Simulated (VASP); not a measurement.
# Bi: relaxation of cell and atoms with PBEsol+D3(BJ)

Bi:

```xyz
1
Lattice="-1.9814 1.9814 1.9814 1.9814 -1.9814 1.9814 1.9814 1.9814 -1.9814" Properties=species:S:1:pos:R:3 pbc="T T T"
Bi    0.0000    0.0000    0.0000
```

```json
{
 "Program": "VASP 6.6.1",
 "Task": "relaxation of cell and atoms",
 "Functional": "PBEsol",
 "Dispersion": "D3(BJ)",
 "Potentials or basis": "VASP PAW PBE potentials, release 64 (Bi_d)",
 "Cutoff": "600 eV",
 "k mesh": "9 × 9 × 9",
 "Occupations": "fermi-dirac, width 0.05 eV",
 "Spin": "no spin polarisation",
 "Dipole correction": "no",
 "Further INCAR settings": "ALGO = Normal; EDIFF = 1e-06; IBRION = 2; EDIFFG = -0.01; NSW = 80; ISIF = 3"
}
```

```json
{
 "Relaxed volume": "28.54 Å³/atom",
 "Relaxed cell": "a = 3.334 Å, b = 3.334 Å, c = 3.334 Å, α = 109.47°, β = 109.47°, γ = 109.47°",
 "Space group after relaxing (to 0.05 Å)": "Im-3m (No. 229)",
 "Energy gained by relaxing": "41.6 meV/atom",
 "Ionic steps": "3",
 "Pressure after relaxing": "0.0 GPa",
 "Dispersion energy per atom": "-0.573 eV"
}
```

Step by step:
```tsv
step	energy change (eV)	largest force (eV/Å)	pressure (GPa)	volume (Å³)
1	0.0000	0.0000	-4.81	31.12
2	-0.0256	0.0000	3.80	27.10
3	-0.0416	0.0000	0.03	28.54
```

Final structure:
```
Bi
1.0
    -1.92511    1.92511    1.92511
     1.92511   -1.92511    1.92511
     1.92511    1.92511   -1.92511
Bi
1
Cartesian
  0.0000 0.0000 0.0000
```

Levels at points of the mesh, in eV from the Fermi level:
| k point | band 5 | band 6 | band 7 | band 8 | band 9 | band 10 |
| --- | --- | --- | --- | --- | --- | --- |
| (0.00, 0.00, 0.00) | -22.99 | -14.30 | 5.64 | 5.64 | 5.64 | 10.15 |

Wall time 14 s on 1 thread of Intel(R) Xeon(R) 6975P-C (Granite Rapids), on a shared host, peak memory 0.17 GiB.

Caveat: the PAW data sets were made with another functional, which shifts forces and pressure a little; spin-orbit coupling is left out, which moves the levels of the heavy elements; pairwise dispersion overbinds metals, which lowers pressure and volume.
